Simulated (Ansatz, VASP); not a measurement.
**One calculation of BeTl3, two programs**

The input INCAR:

```
SYSTEM = BeTl3
PREC = Accurate
ENCUT = 600
EDIFF = 1E-6
ISMEAR = 0
SIGMA = 0.1
LREAL = .False.
LASPH = .True.
NELM = 60
ALGO = Normal
ISIF = 3
LWAVE = .False.
LCHARG = .False.
GGA = PE
IBRION = 2
NSW = 90
EDIFFG = -0.04
```

Contents of KPOINTS:

```
regular mesh
0
Gamma
  4 4 4
  0 0 0
```

POSCAR

```
BeTl3
1.0
    4.5258123046      0.0000000000      0.0000000000
    0.0000000000      4.5258123046      0.0000000000
    0.0000000000      0.0000000000      4.5258123046
Be Tl
1 3
Direct
    0.0000000000      0.0000000000      0.0000000000
    0.0000000000      0.5000000000      0.5000000000
    0.5000000000      0.0000000000      0.5000000000
    0.5000000000      0.5000000000      0.0000000000
```

Input for Ansatz:

```yaml
crystal:
  lattice:
    - [4.5258123046, 0.0, 0.0]
    - [0.0, 4.5258123046, 0.0]
    - [0.0, 0.0, 4.5258123046]
  atoms:
    - { symbol: Be, position: [0.0, 0.0, 0.0] }
    - { symbol: Tl, position: [0.0, 0.5, 0.5] }
    - { symbol: Tl, position: [0.5, 0.0, 0.5] }
    - { symbol: Tl, position: [0.5, 0.5, 0.0] }
basis:
  ecutwfc: 420
kpoints:
  mp_grid: { grid: [4, 4, 4] }
hamiltonian:
  xc: pbe
scf:
  occupations: { method: gaussian, width: 0.1 }
  lower_state_search: "off"
output:
  forces: true
  stress: true
  eigenvalues: true
relax:
  adjacent_minimum: "off"
  f_tol: 0.04
  max_steps: 70
  cell: { stress_tol: 0.4 }
```

Alike in both runs: task relaxation of cell and atoms; functional PBE; k mesh 4 × 4 × 4; occupations gaussian, width 0.1 eV; no spin polarisation.

|  | VASP | Ansatz |
| --- | --- | --- |
| version | VASP 6.6.1 | Ansatz 0.2.0 |
| potentials or method | VASP PAW PBE potentials, release 64 (Be, Tl_d), cutoff 600 eV | scalar-relativistic, plane waves, PAW |
| valence electrons in the cell | 41 | 41 |

|  | VASP | Ansatz | Ansatz less VASP |
| --- | --- | --- | --- |
| gap on the k mesh at the Fermi level, each at its own relaxed structure (eV) | none | none | - |
| relaxed volume (Å³/atom) | 26.07 | 26.32 | +0.249 |
| relaxed cell length with the largest relative difference (Å) | 4.707 | 4.722 | +0.0149 |

A gap of «none» marks a metal or a gap that the smearing closes.

Neither program's run includes spin-orbit coupling.
